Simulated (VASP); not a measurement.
# Ni (Im-3m) in VASP: a series of runs

The runs below take Ni through single point, relaxation of cell and atoms, with BLYP+D3(BJ), PBEsol, LDA.

Program: VASP 6.6.1. These are calculated values, not measurements. Logs are shortened: lines on timing, memory, paths and dates and some standing lists are left out, and cuts for length are marked.

## (1) The cell of the first run

It takes space group Im-3m (No. 229, cubic). The conventional cell has a = 2.770 Å, b = 2.770 Å, c = 2.770 Å, α = 90.00°, β = 90.00°, γ = 90.00°. Ni (site symmetry m-3m) has 14 Ni at 2.40 to 2.77 Å within 3.2 Å.

This isn't the form of Ni at room conditions, which is fcc.

## (2) Single point, BLYP+D3(BJ), collinear spin, ferromagnetic start

File INCAR:

```
PREC = Accurate
ENCUT = 600
EDIFF = 1E-6
ISMEAR = -1
SIGMA = 0.1
LREAL = False
LASPH = True
NELM = 200
ALGO = Normal
ISIF = 2
LWAVE = False
LCHARG = True
ISPIN = 2
MAGMOM = 2
LORBIT = 11
LMAXMIX = 4
GGA = B5
ALDAX = 1.0
AGGAX = 1.0
AGGAC = 1.0
ALDAC = 0.0
IVDW = 12
VDW_S6 = 1.0
VDW_S8 = 2.6996
VDW_A1 = 0.4298
VDW_A2 = 4.2359
LELF = True
LVHAR = True
NBANDS = 15
GGA_COMPAT = False
```

File KPOINTS:

```
Automatic mesh
0
Gamma
  15 15 15
```

File POSCAR:

```
Ni
1.0
   -1.3851045133      1.3851045133      1.3851045133
    1.3851045133     -1.3851045133      1.3851045133
    1.3851045133      1.3851045133     -1.3851045133
Ni
1
Direct
    0.0000000000      0.0000000000      0.0000000000
```

Potentials or basis: VASP PAW PBE potentials, release 64 (Ni).

Launch:

```console
$ cat potpaw_PBE.64/Ni/POTCAR > POTCAR
$ mpirun -np 1 vasp_std > vasp.out
```

OUTCAR:

```text
PREC = Accurate
   ENCUT = 600
   EDIFF = 1E-6
   ISMEAR = -1
   LREAL = False
   LASPH = True
   NELM = 200
   ISIF = 2
   ISPIN = 2
   LORBIT = 11
   GGA = B5
   IVDW = 12
 IVDW          = 12

 ion  position               nearest neighbor table
   1  0.000  0.000  0.000-

  LATTYP: Found a body centered cubic cell.
 ALAT       =     2.7702090266

  Lattice vectors:

 A1 = (  -1.3851045133,   1.3851045133,   1.3851045133)
 A2 = (   1.3851045133,  -1.3851045133,   1.3851045133)
 A3 = (   1.3851045133,   1.3851045133,  -1.3851045133)

Analysis of symmetry for initial positions (statically):
=====================================================================
 Subroutine PRICEL returns:
 Original cell was already a primitive cell.

 Routine SETGRP: Setting up the symmetry group for a
 body centered cubic supercell.

 Subroutine GETGRP returns: Found 48 space group operations
 (whereof 48 operations were pure point group operations)
 out of a pool of 48 trial point group operations.

The static configuration has the point symmetry O_h .

Analysis of symmetry for dynamics (positions and initial velocities):
=====================================================================
 Subroutine PRICEL returns:
 Original cell was already a primitive cell.

 Routine SETGRP: Setting up the symmetry group for a
 body centered cubic supercell.

 Subroutine GETGRP returns: Found 48 space group operations
 (whereof 48 operations were pure point group operations)
 out of a pool of 48 trial point group operations.

The dynamic configuration has the point symmetry O_h .

Analysis of structural, dynamic, and magnetic symmetry:
=====================================================================
 Subroutine PRICEL returns:
 Original cell was already a primitive cell.

 Routine SETGRP: Setting up the symmetry group for a
 body centered cubic supercell.

 Subroutine GETGRP returns: Found 48 space group operations
 (whereof 48 operations were pure point group operations)
 out of a pool of 48 trial point group operations.

The overall configuration has the point symmetry O_h .

 Subroutine INISYM returns: Found 48 space group operations
 (whereof 48 operations are pure point group operations),
 and found     1 'primitive' translations

----------------------------------------------------------------------------------------

                                     Primitive cell

  volume of cell :      10.6294

  direct lattice vectors                    reciprocal lattice vectors
    -1.385104513  1.385104513  1.385104513     0.000000000  0.360983590  0.360983590
     1.385104513 -1.385104513  1.385104513     0.360983590  0.000000000  0.360983590
     1.385104513  1.385104513 -1.385104513     0.360983590  0.360983590  0.000000000

  length of vectors
     2.399071391  2.399071391  2.399071391     0.510507889  0.510507889  0.510507889

  position of ions in fractional coordinates (direct lattice)
     0.000000000  0.000000000  0.000000000

  ion indices of the primitive-cell ions
   primitive index   ion index
                 1           1

----------------------------------------------------------------------------------------

 KPOINTS: Automatic mesh

Automatic generation of k-mesh.
 Grid dimensions read from file:
 generate k-points for:   15   15   15

 Generating k-lattice:

  Cartesian coordinates                     Fractional coordinates (reciprocal lattice)
     0.000000000  0.024065573  0.024065573     0.066666667  0.000000000  0.000000000
     0.024065573  0.000000000  0.024065573     0.000000000  0.066666667  0.000000000
     0.024065573  0.024065573  0.000000000     0.000000000  0.000000000  0.066666667

  Length of vectors
     0.034033859  0.034033859  0.034033859

  Shift w.r.t. Gamma in fractional coordinates (k-lattice)
     0.000000000  0.000000000  0.000000000

 Subroutine IBZKPT returns following result:
 ===========================================

 Found    120 irreducible k-points:

 Following reciprocal coordinates:
            Coordinates               Weight
  0.000000  0.000000  0.000000      1.000000
  0.066667  0.000000  0.000000     12.000000
  0.133333  0.000000  0.000000     12.000000
  0.200000  0.000000  0.000000     12.000000
  0.266667  0.000000  0.000000     12.000000
  0.333333  0.000000  0.000000     12.000000
[... 16 lines left out ...]
  0.333333  0.200000  0.000000     48.000000
  0.400000  0.200000  0.000000     24.000000
 [... further k-points ...]
   k-points           NKPTS =    120   k-points in BZ     NKDIM =    120   number of bands    NBANDS=     15
   number of dos      NEDOS =    301   number of ions     NIONS =      1
   total plane-waves  NPLWV =   8000
   dimension x,y,z NGX =    20 NGY =   20 NGZ =   20
   dimension x,y,z NGXF=    40 NGYF=   40 NGZF=   40
   ions per type =               1
   NGX,Y,Z   is equivalent  to a cutoff of  13.86, 13.86, 13.86 a.u.
   NGXF,Y,Z  is equivalent  to a cutoff of  27.72, 27.72, 27.72 a.u.
[... 88 lines left out ...]
      3       7.7822      1.00000
      4       7.8719      1.00000
      5       9.1632      0.99983
      6       9.2104      0.99972
      7      35.5930      0.00000
      8      36.7325      0.00000
      9      36.8435      0.00000
     10      40.5731      0.00000
     11      40.6996      0.00000
     12      40.7042      0.00000
     13      43.0456      0.00000
     14      44.4151      0.00000
     15      45.0645      0.00000
[... 365 lines left out ...]
      3       7.7665      1.00000
      4       9.0930      0.99991
      5       9.4859      0.99569
      6      12.7087      0.00000
      7      18.5688      0.00000
      8      23.0146      0.00000
      9      29.8869      0.00000
     10      37.6902      0.00000
     11      42.2725      0.00000
     12      45.7221      0.00000
     13      49.2357      0.00000
     14      53.9524      0.00000
     15      56.1329      0.00000

 k-point    24 :       0.4000    0.2000    0.0000
  band No.  band energies     occupation
      1       6.0797      1.00000
      2       6.9266      1.00000
      3       7.8995      1.00000
      4       9.1279      0.99988
      5       9.5193      0.99398
      6      13.7227      0.00000
      7      17.1047      0.00000
      8      22.8089      0.00000
      9      29.6956      0.00000
     10      37.6853      0.00000
     11      42.7914      0.00000
     12      45.4717      0.00000
     13      48.6576      0.00000
     14      55.4725      0.00000
     15      56.7274      0.00000

 [... further k-points ...]

 spin component 2

 k-point     1 :       0.0000    0.0000    0.0000
  band No.  band energies     occupation
      1       1.1569      1.00000
      2       8.2501      1.00000
      3       8.2501      1.00000
      4       8.2501      1.00000
      5       9.5481      0.99199
      6       9.5481      0.99199
      7      37.0420      0.00000
      8      37.0420      0.00000
      9      37.0420      0.00000
     10      42.1151      0.00000
     11      42.1151      0.00000
     12      42.8842      0.00000
     13      42.8842      0.00000
     14      42.8842      0.00000
     15      43.9255      0.00000

 k-point     2 :       0.0667    0.0000    0.0000
  band No.  band energies     occupation
      1       1.3445      1.00000
      2       8.2048      1.00000
      3       8.2460      1.00000
      4       8.3395      1.00000
      5       9.5031      0.99488
      6       9.5517      0.99170
      7      35.5761      0.00000
      8      36.6903      0.00000
      9      36.8137      0.00000
     10      40.6998      0.00000
     11      40.7315      0.00000
     12      40.8070      0.00000
     13      43.0441      0.00000
     14      44.5205      0.00000
     15      45.1268      0.00000
[... 365 lines left out ...]
      3       8.0438      1.00000
      4       9.4875      0.99562
      5       9.8865      0.80762
      6      12.9721      0.00000
      7      18.7393      0.00000
      8      23.1141      0.00000
      9      29.9467      0.00000
     10      37.7180      0.00000
     11      42.2887      0.00000
     12      45.7757      0.00000
     13      49.3651      0.00000
     14      54.1531      0.00000
     15      56.5369      0.00000

 k-point    24 :       0.4000    0.2000    0.0000
  band No.  band energies     occupation
      1       6.3700      1.00000
      2       7.3222      1.00000
      3       8.1679      1.00000
      4       9.5205      0.99391
      5       9.9334      0.72434
      6      13.9158      0.00000
      7      17.3189      0.00000
      8      22.9073      0.00000
      9      29.7547      0.00000
     10      37.7175      0.00000
     11      42.7878      0.00000
     12      45.5288      0.00000
     13      48.8114      0.00000
     14      56.2870      0.00000
     15      56.7083      0.00000

 [... further k-points ...]

------------------------ aborting loop because EDIFF is reached ----------------------------------------

 Edisp (eV)   -1.07651

 E8    (eV) :    -0.7880

  FORCE on cell =-STRESS in cart. coord.  units (eV):
  Direction    XX          YY          ZZ          XY          YZ          ZX
  --------------------------------------------------------------------------------------
  -------------------------------------------------------------------------------------
  Total      -0.01898    -0.01898    -0.01898    -0.00000    -0.00000     0.00000
  in kB      -2.86086    -2.86086    -2.86086    -0.00000    -0.00000     0.00000
  external pressure =       -2.86 kB  Pullay stress =        0.00 kB

 VOLUME and BASIS-vectors are now :
 -----------------------------------------------------------------------------
  energy-cutoff  :      600.00
  volume of cell :       10.63
      direct lattice vectors                 reciprocal lattice vectors
    -1.385104513  1.385104513  1.385104513     0.000000000  0.360983590  0.360983590
     1.385104513 -1.385104513  1.385104513     0.360983590  0.000000000  0.360983590
     1.385104513  1.385104513 -1.385104513     0.360983590  0.360983590  0.000000000

 POSITION                                       TOTAL-FORCE (eV/Angst)
 -----------------------------------------------------------------------------------
      0.00000      0.00000      0.00000         0.000000     -0.000000      0.000000
 -----------------------------------------------------------------------------------
    total drift:                                0.000000     -0.000000      0.000000

  FREE ENERGIE OF THE ION-ELECTRON SYSTEM (eV)
  ---------------------------------------------------
  free  energy   TOTEN  =        -5.5807450474 eV

  energy  without entropy=       -5.5211877469  energy(sigma->0) =       -5.55096640

 total charge

# of ion       s       p       d       tot
------------------------------------------
    1        0.504   0.494   8.401   9.399

 magnetization (x)

# of ion       s       p       d       tot
------------------------------------------
    1       -0.003  -0.011   0.413   0.398
```

It took 29 s on 1 thread of Intel Xeon 6975P-C (Granite Rapids), shared host; peak memory 0.16 GiB.

Results:

```
Free energy                                           : -5.5807 eV
Pressure                                              : -0.3 GPa
Net moment                                            : 0.40 μB per cell
Site moments                                          : Ni +0.40 μB
Valence electrons inside the program's atomic spheres : Ni 9.40
Dispersion energy per atom                            : -1.077 eV
```

Caveat: the PAW data sets were made with another functional, which shifts forces and pressure a little.

## (3) Relaxation of cell and atoms, PBEsol, collinear spin, ferromagnetic start

This run uses another cell than the first one, of 10.60 Å³/atom.

File INCAR:

```
ALGO = Normal ; EDIFF = 1E-7
EDIFFG = -0.02 ; ENCUT = 600
GGA = PS ; GGA_COMPAT = F
IBRION = 2 ; ISIF = 3
ISMEAR = -1 ; ISPIN = 2
LASPH = T ; LCHARG = F
LMAXMIX = 4 ; LORBIT = 11
LREAL = F ; LWAVE = F
MAGMOM = 2 ; NELM = 200
NELMIN = 4 ; NSW = 80
PREC = Accurate ; SIGMA = 0.1
```

File KPOINTS:

```
k-points
0
Gamma
  15 15 15
```

File POSCAR:

```
Ni
1.0
   -1.3837155000      1.3837155000      1.3837155000
    1.3837155000     -1.3837155000      1.3837155000
    1.3837155000      1.3837155000     -1.3837155000
Ni
1
Direct
    0.0000000000      0.0000000000      0.0000000000
```

Potentials or basis: VASP PAW PBE potentials, release 64 (Ni).

Launch:

```console
$ cat potpaw_PBE.64/Ni/POTCAR > POTCAR
$ mpirun -np 1 vasp_std > vasp.out
```

Run time: 34 s. Hardware: 1 thread of Intel Xeon 6975P-C (Granite Rapids), shared host; peak memory 0.15 GiB.

The run converged. Its results:

```
Free energy                                           : -6.0608 eV
Relaxed volume                                        : 10.46 Å³/atom
Relaxed cell                                          : a = 2.386 Å, b = 2.386 Å, c = 2.386 Å, α = 109.47°, β = 109.47°, γ = 109.47°
Space group after relaxing (to 0.1 Å)                 : Im-3m (No. 229)
Energy gained by relaxing                             : 1.1 meV/atom
Ionic steps                                           : 3
Pressure after relaxing                               : 0.0 GPa
Net moment                                            : 0.46 μB per cell
Site moments                                          : Ni +0.46 μB
Valence electrons inside the program's atomic spheres : Ni 9.39
```

The path:
```csv
step,energy change (eV),largest force (eV/Å),pressure (GPa),volume (Å³)
1,0.0000,0.0000,-2.57,10.60
2,-0.0001,0.0000,2.55,10.34
3,-0.0011,0.0000,0.01,10.46
```

Final structure:
```yaml
crystal:
  lattice:
    - [-1.37783, 1.37783, 1.37783]
    - [1.37783, -1.37783, 1.37783]
    - [1.37783, 1.37783, -1.37783]
  atoms:
    - { symbol: Ni, position: [0.00000, 0.00000, 0.00000] }
```

Levels at points of the mesh, in eV from the Fermi level:
Spin up:
```tsv
k point	band 1	band 2	band 3	band 4	band 5	band 6	band 7	band 8	band 9	band 10
(0.00, 0.00, 0.00)	-9.21	-2.33	-2.33	-2.33	-0.87	-0.87	26.84	26.84	26.84	31.99
```
Spin down:
| k point | band 3 | band 4 | band 5 | band 6 | band 7 | band 8 |
| --- | --- | --- | --- | --- | --- | --- |
| (0.00, 0.00, 0.00) | -1.81 | -1.81 | -0.43 | -0.43 | 26.78 | 26.78 |

Caveat: the PAW data sets were made with another functional, which shifts forces and pressure a little.

## (4) Relaxation of cell and atoms, BLYP+D3(BJ), collinear spin, ferromagnetic start

This run uses another cell than the first one, of 10.60 Å³/atom.

File INCAR:

```
AGGAC = 1.0 ; AGGAX = 1.0
ALDAC = 0.0 ; ALDAX = 1.0
ALGO = Normal ; EDIFF = 1E-7
EDIFFG = -0.02 ; ENCUT = 600
GGA = B5 ; GGA_COMPAT = F
IBRION = 2 ; ISIF = 3
ISMEAR = -1 ; ISPIN = 2
IVDW = 12 ; LASPH = T
LCHARG = F ; LMAXMIX = 4
LORBIT = 11 ; LREAL = F
LWAVE = F ; MAGMOM = 2
NELM = 200 ; NELMIN = 4
NSW = 80 ; PREC = Accurate
SIGMA = 0.1 ; VDW_A1 = 0.4298
VDW_A2 = 4.2359 ; VDW_S6 = 1.0
VDW_S8 = 2.6996
```

KPOINTS is that of step 3.

POSCAR is that of step 3.

Launch:

```console
$ cat potpaw_PBE.64/Ni/POTCAR > POTCAR
$ mpirun -np 1 vasp_std > vasp.out
```

It took 20 s on 1 thread of Intel Xeon 6975P-C (Granite Rapids), shared host; peak memory 0.16 GiB.

The run converged. Its results:

- Free energy: -5.5807 eV
- Pressure after relaxing: 0.3 GPa
- Net moment: 0.39 μB per cell
- Site moments: Ni +0.39 μB
- Valence electrons inside the program's atomic spheres: Ni 9.40
- Dispersion energy per atom: -1.080 eV

Final structure:
```
Ni
1.0
    -1.38372    1.38372    1.38372
     1.38372   -1.38372    1.38372
     1.38372    1.38372   -1.38372
Ni
1
Direct
  0.00000 0.00000 0.00000
```

Levels at points of the mesh, in eV from the Fermi level:
Spin up:
```csv
k point,band 3,band 4,band 5,band 6,band 7,band 8
"(0.00, 0.00, 0.00)",-2.25,-2.25,-0.82,-0.82,27.09,27.09
```
Spin down:
| k point | band 1 | band 2 | band 3 | band 4 | band 5 | band 6 | band 7 | band 8 | band 9 | band 10 |
| --- | --- | --- | --- | --- | --- | --- | --- | --- | --- | --- |
| (0.00, 0.00, 0.00) | -8.89 | -1.79 | -1.79 | -1.79 | -0.49 | -0.49 | 27.05 | 27.05 | 27.05 | 32.14 |

Caveat: the relaxation stopped at its first step, so nothing moved; the PAW data sets were made with another functional, which shifts forces and pressure a little.

## (5) Relaxation of cell and atoms, LDA, collinear spin, ferromagnetic start

This run uses another cell than the first one, of 10.60 Å³/atom.

File INCAR:

```
PREC     = Accurate       # precision mode
ENCUT    = 600            # plane-wave cutoff, eV
EDIFF    = 1E-7           # SCF threshold, eV
ISMEAR   = -1             # smearing method
SIGMA    = 0.1            # smearing width, eV
LREAL    = False          # projectors in reciprocal space
LASPH    = True           # aspherical terms in the spheres
NELM     = 200            # most SCF steps
ALGO     = Normal         # electronic algorithm
ISIF     = 3              # what is computed and relaxed
LWAVE    = False          # write WAVECAR
LCHARG   = False          # write CHGCAR
ISPIN    = 2              # spin polarisation
MAGMOM   = 2              # initial moments
LORBIT   = 11             # projections on sites
LMAXMIX  = 4              # l up to which the mixer works
IBRION   = 2              # ionic algorithm
NSW      = 80             # ionic steps
EDIFFG   = -0.02          # ionic threshold
GGA_COMPAT= False        
NELMIN   = 4
```

File KPOINTS:

```
regular mesh
0
Gamma
  15 15 15
```

POSCAR is that of step 4.

Potentials or basis: VASP PAW LDA potentials, release 64 (Ni).

Launch:

```console
$ cat potpaw_LDA.64/Ni/POTCAR > POTCAR
$ mpirun -np 1 vasp_std > vasp.out
```

Run time: 40 s. Hardware: 1 thread of Intel Xeon 6975P-C (Granite Rapids), shared host; peak memory 0.15 GiB.

Results (log left out):

```
Free energy                                           : -6.5127 eV
Relaxed volume                                        : 10.06 Å³/atom
Relaxed cell                                          : a = 2.355 Å, b = 2.355 Å, c = 2.355 Å, α = 109.47°, β = 109.47°, γ = 109.47°
Space group after relaxing (to 0.1 Å)                 : Im-3m (No. 229)
Energy gained by relaxing                             : 20.5 meV/atom
Ionic steps                                           : 3
Pressure after relaxing                               : -0.1 GPa
Band gap on the k mesh                                : zero (filled and empty bands overlap)
Net moment                                            : 0.00 μB per cell
Valence electrons inside the program's atomic spheres : Ni 9.47
```

The path:
```
step  energy change (eV)  largest force (eV/Å)  pressure (GPa)  volume (Å³)
   1              0.0000                0.0000          -11.48        10.60
   2              0.0087                0.0000           17.21         9.47
   3             -0.0205                0.0000           -0.13        10.06
```

Final structure:
```
Ni
1.0
    -1.35991    1.35991    1.35991
     1.35991   -1.35991    1.35991
     1.35991    1.35991   -1.35991
Ni
1
Direct
  0.00000 0.00000 0.00000
```

Levels at points of the mesh, in eV from the Fermi level:
Spin up:
| k point | band 2 | band 3 | band 4 | band 5 | band 6 | band 7 | band 8 | band 9 |
| --- | --- | --- | --- | --- | --- | --- | --- | --- |
| (0.00, 0.00, 0.00) | -2.16 | -2.16 | -2.16 | -0.62 | -0.62 | 27.34 | 27.34 | 27.34 |
Spin down:
| k point | band 3 | band 4 | band 5 | band 6 | band 7 | band 8 |
| --- | --- | --- | --- | --- | --- | --- |
| (0.00, 0.00, 0.00) | -2.16 | -2.16 | -0.62 | -0.62 | 27.34 | 27.34 |

## (6) Summary

| task | level | cell | gap on the mesh (eV) | pressure (GPa) | moment (μB) |
| --- | --- | --- | --- | --- | --- |
| single point | BLYP+D3(BJ) | a = 2.399 Å, angles 109.5°, 1 atom | none | -0.3 | 0.40 |
| relaxation of cell and atoms | PBEsol | relaxed from a = 2.397 Å, angles 109.5°, 1 atom | none | 0.0 | 0.46 |
| relaxation of cell and atoms | BLYP+D3(BJ) | relaxed from a = 2.397 Å, angles 109.5°, 1 atom | none | 0.3 | 0.39 |

Alike in all rows: potentials or basis VASP PAW PBE potentials, release 64 (Ni); spin collinear, ferromagnetic start; k mesh 15 × 15 × 15; cutoff (eV) 600; smearing fermi-dirac 0.1 eV.

Caveats: the PAW data sets were made with another functional, which shifts forces and pressure a little; the relaxation stopped at its first step, so nothing moved (at least some runs).

Total energies depend on the potentials used, so only differences within one code and one set of settings carry meaning.
